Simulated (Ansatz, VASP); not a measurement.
## Sb2N in VASP and in Ansatz

INCAR

```
SYSTEM = Sb2N
  ALGO = Normal
  EDIFF = 1E-7
  EDIFFG = -0.04
  ENCUT = 600
  GGA = PE
  GGA_COMPAT = .False.
  IBRION = 2
  ISIF = 3
  ISMEAR = 0
  LASPH = .True.
  LCHARG = .False.
  LREAL = .False.
  LWAVE = .False.
  NELM = 120
  NELMIN = 4
  NSW = 90
  PREC = Accurate
  SIGMA = 0.1
```

The input KPOINTS:

```
k-points
0
Gamma
  4 4 6
  0 0 0
```

POSCAR

```
Sb2N
1.0
    4.6716162200      0.0000000000      0.0000000000
    0.0000000000      4.6716162200      0.0000000000
    0.0000000000      0.0000000000      3.2517984800
Sb N
2 1
Direct
    0.5000000000      0.5000000000      0.5000000000
    0.0000000000      0.0000000000      0.0000000000
    0.0000000000      0.0000000000      0.5000000000
```

Input for Ansatz:

```yaml
crystal:
  lattice:
    - [4.67161622, 0.0, 0.0]
    - [0.0, 4.67161622, 0.0]
    - [0.0, 0.0, 3.25179848]
  atoms:
    - { symbol: Sb, position: [0.5, 0.5, 0.5] }
    - { symbol: Sb, position: [0.0, 0.0, 0.0] }
    - { symbol: "N", position: [0.0, 0.0, 0.5] }
basis:
  ecutwfc: 420
kpoints:
  mp_grid: { grid: [4, 4, 6] }
hamiltonian:
  xc: pbe
scf:
  occupations: { method: gaussian, width: 0.1 }
  lower_state_search: "off"
output:
  forces: true
  stress: true
  eigenvalues: true
relax:
  adjacent_minimum: "off"
  f_tol: 0.04
  max_steps: 70
  cell: { stress_tol: 0.4 }
```

Alike in both runs: task relaxation of cell and atoms; functional PBE; k mesh 4 × 4 × 6; occupations gaussian, width 0.1 eV; no spin polarisation.

```csv
,VASP,Ansatz
version,VASP 6.6.1,Ansatz 0.2.0
potentials or method,"VASP PAW PBE potentials, release 64 (Sb_d_GW, N), cutoff 600 eV","scalar-relativistic, plane waves, PAW"
valence electrons in the cell,35,35
```

```tsv
	VASP	Ansatz	Ansatz less VASP
gap on the k mesh at the Fermi level, each at its own relaxed structure (eV)	none	none	-
relaxed volume (Å³/atom)	23.62	19.31	-4.308
relaxed cell length with the largest relative difference (Å)	4.044	3.405	-0.6388
```

A gap of «none» marks a metal or a gap that the smearing closes. One of these differences is far larger than is usual between the two programs; its cause wasn't traced.

Neither program's run includes spin-orbit coupling.
